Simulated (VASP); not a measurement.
Here is a VASP 6.6.1 calculation.

File POSCAR:

```
BaTiO3
1.0
    3.9944237974      0.0000000000      0.0000000000
    0.0000000000      3.9944237974      0.0000000000
    0.0000000000      0.0000000000      3.9944237974
Ba Ti O
1 1 3
Direct
    0.5000000000      0.5000000000      0.5000000000
    0.0000000000      0.0000000000      0.0000000000
    0.5000000000      0.0000000000      0.0000000000
    0.0000000000      0.5000000000      0.0000000000
    0.0000000000      0.0000000000      0.5000000000
```

INCAR.step1

```
PREC     = Accurate       # precision mode
ENCUT    = 520            # plane-wave cutoff, eV
ISMEAR   = -1             # smearing method
SIGMA    = 0.02           # smearing width, eV
LREAL    = False          # projectors in reciprocal space
LASPH    = True           # aspherical terms in the spheres
NELM     = 80             # most SCF steps
NBANDS   = 28             # bands
GGA      = PE             # functional
ALGO     = Normal         # electronic algorithm
EDIFF    = 1E-4           # SCF threshold, eV
LWAVE    = True           # write WAVECAR
LCHARG   = False          # write CHGCAR
```

The input INCAR.step2:

```
PREC     = Accurate       # precision mode
ENCUT    = 520            # plane-wave cutoff, eV
EDIFF    = 1E-6           # SCF threshold, eV
ISMEAR   = -1             # smearing method
SIGMA    = 0.02           # smearing width, eV
LREAL    = False          # projectors in reciprocal space
LASPH    = True           # aspherical terms in the spheres
NELM     = 80             # most SCF steps
ALGO     = Normal         # electronic algorithm
ISIF     = 2              # what is computed and relaxed
LWAVE    = False          # write WAVECAR
LCHARG   = True           # write CHGCAR
METAGGA  = R2SCAN         # meta-GGA
LMIXTAU  = True         
LELF     = True           # ELF
LVHAR    = True         
NBANDS   = 28             # bands
ISTART   = 1
```

File KPOINTS:

```
regular mesh
0
Gamma
  6 6 6
```

Potentials or basis: VASP PAW PBE potentials, release 64 (Ba_sv, Ti_sv, O).

Run with:

```console
$ cat potpaw_PBE.64/Ba_sv/POTCAR potpaw_PBE.64/Ti_sv/POTCAR potpaw_PBE.64/O/POTCAR > POTCAR
$ cp INCAR.step1 INCAR
$ mpirun -np 1 vasp_std > vasp.out
$ cp INCAR.step2 INCAR
$ mpirun -np 1 vasp_std > vasp.out
```

Task: What does it give for the band gap on the k mesh?

Result: 2.15 eV, indirect (least direct gap 2.30 eV).

Task: Estimate the pressure.

Result: 1.9 GPa.

Caveat: the PAW data sets were made with another functional, which shifts forces and pressure a little; spin-orbit coupling is left out, which moves the levels of the heavy elements. r2SCAN opens gaps a little over a GGA but as a rule still falls short of measured ones.
